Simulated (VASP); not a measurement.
Crystal: TiMoSe4.

```
Ti Mo Se
1.0
     6.34652    0.00000    0.00000
    -3.17326    5.49625    0.00000
     0.00000    0.00000    4.86655
Ti Mo Se
1 1 4
Cartesian
  0.0000 0.0000 2.4333
  0.0000 0.0000 0.0000
  0.0000 3.6642 0.0000
  3.1733 1.8321 0.0000
  0.0000 3.6642 2.4333
  3.1733 1.8321 2.4333
```

The cell was built from a structure type or drawn by symmetry, and may not be a known phase.

```yaml
Program: VASP 6.6.1
Task: relaxation of cell and atoms
Functional: PBE
Potentials_or_basis: VASP PAW PBE potentials, release 64 (Ti_sv, Mo_sv, Se)
Cutoff: 600 eV
k_mesh: 2 × 2 × 3
Occupations: gaussian, width 0.15 eV
Spin: collinear spin
Starting_moments: "[1.0, 1.0, 0.0, 0.0, 0.0, 0.0] μB"
```

At the start: pressure -4.6 GPa; volume 28.29 Å³/atom.

Task: Where does the relaxation end?

Result: Over 11 steps the energy falls by 699.9 meV/atom and the volume is 18.75 Å³/atom (-33.7 %); space group P6/mmm (No. 191, to 0.1 Å) before and after; moment 0.01 μB per cell.

The path:
| step | energy change (eV) | largest force (eV/Å) | pressure (GPa) | volume (Å³) |
| --- | --- | --- | --- | --- |
| 1 | 0.0000 | 0.0000 | -4.59 | 169.76 |
| 2 | -2.0725 | 0.0000 | -10.12 | 149.29 |
| 3 | -3.3550 | 0.0000 | -9.48 | 132.71 |
| 4 | -1.7368 | 0.0000 | 27.66 | 99.35 |
| 5 | -3.9161 | 0.0000 | -7.43 | 123.75 |
| 6 | -3.9940 | 0.0000 | -4.02 | 118.85 |
| 7 | -3.9961 | 0.0000 | -5.51 | 120.73 |
| 8 | -3.8383 | 0.0000 | 11.17 | 102.87 |
| 9 | -4.1467 | 0.0000 | 0.09 | 112.92 |
| 10 | -4.1768 | 0.0000 | 0.36 | 112.19 |
| 11 | -4.1992 | 0.0000 | 0.14 | 112.50 |

Final structure:
```
Ti Mo Se
1.0
     4.91653    0.00000    0.00000
    -2.45827    4.25784    0.00000
     0.00000    0.00000    5.37387
Ti Mo Se
1 1 4
Direct
  0.00000 0.00000 0.50000
  0.00000 0.00000 0.00000
  0.33333 0.66667 0.00000
  0.66667 0.33333 0.00000
  0.33333 0.66667 0.50000
  0.66667 0.33333 0.50000
```

Caveat: the k points lie up to 0.74 Å⁻¹ apart in the final cell; the volume moved by over 15 % at a fixed basis, so the end points are rough.
